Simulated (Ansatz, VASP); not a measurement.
LiCl in VASP and in Ansatz

POSCAR

```
LiCl
1.0
    4.1914229086      0.0000000000      0.0000000000
   -2.0957114543      3.6298787168      0.0000000000
    0.0000000000      0.0000000000      5.2325458168
Li Cl
2 2
Direct
    0.3333333333      0.6666666667      0.2500000000
    0.6666666667      0.3333333333      0.7500000000
    0.6666666667      0.3333333333      0.2500000000
    0.3333333333      0.6666666667      0.7500000000
```

The input INCAR.step1:

```
  PREC = Accurate
  ENCUT = 520
  ISMEAR = 0
  SIGMA = 0.01
  LREAL = F
  LASPH = T
  NELM = 100
  NBANDS = 18
  GGA = PE
  ALGO = Normal
  EDIFF = 1E-4
  LWAVE = T
  LCHARG = F
```

File INCAR.step2:

```
  PREC = Accurate
  ENCUT = 520
  EDIFF = 1E-6
  ISMEAR = 0
  SIGMA = 0.01
  LREAL = F
  LASPH = T
  NELM = 100
  ALGO = Normal
  ISIF = 2
  LWAVE = F
  LCHARG = T
  METAGGA = R2SCAN
  LMIXTAU = T
  LELF = T
  LVHAR = T
  NBANDS = 18
  ISTART = 1
```

KPOINTS

```
regular mesh
0
Gamma
  12 12 6
```

Input for Ansatz:

```yaml
crystal:
  lattice:
    - [4.1914229086, 0.0, 0.0]
    - [-2.0957114543, 3.6298787168, 0.0]
    - [0.0, 0.0, 5.2325458168]
  atoms:
    - { symbol: Li, position: [0.3333333333, 0.6666666667, 0.25] }
    - { symbol: Li, position: [0.6666666667, 0.3333333333, 0.75] }
    - { symbol: Cl, position: [0.6666666667, 0.3333333333, 0.25] }
    - { symbol: Cl, position: [0.3333333333, 0.6666666667, 0.75] }
kpoints:
  mp_grid: { grid: [12, 12, 6] }
  band_path:
    path:
      - [0.0, 0.0, 0.0]
      - [0.5, 0.0, 0.0]
      - [0.3333333333, 0.3333333333, 0.0]
      - [0.0, 0.0, 0.5]
      - [0.5, 0.0, 0.5]
      - [0.3333333333, 0.3333333333, 0.5]
    npoints: 1
hamiltonian:
  xc: r2scan
scf:
  occupations: { method: fixed }
  n_extra_bands: 5
output:
  forces: true
  stress: true
  eigenvalues: true
```

Change from the starting cell: biaxial_xy strain +0.7%.

Alike in both runs: task single point; functional r2SCAN; k mesh 12 × 12 × 6; no spin polarisation.

|  | VASP | Ansatz |
| --- | --- | --- |
| version | VASP 6.6.1 | Ansatz 0.2.0 |
| potentials or method | VASP PAW PBE potentials, release 64 (Li_sv, Cl) | plane waves, PAW |
| plane-wave cutoff (eV) | 520 | 500 |
| occupations | gaussian, width 0.01 eV | fixed |
| valence electrons in the cell | 20 | 20 |

VASP gave:

- gap on the k mesh at the Fermi level (eV): 6.31

Task: What did Ansatz give for the same quantities?

Result: gap on the k mesh at the Fermi level (eV): 6.26.

VASP's potentials were made for PBE, not for r2SCAN.

Noted on VASP's run: the cutoff is short for stress, so the pressure is rough.
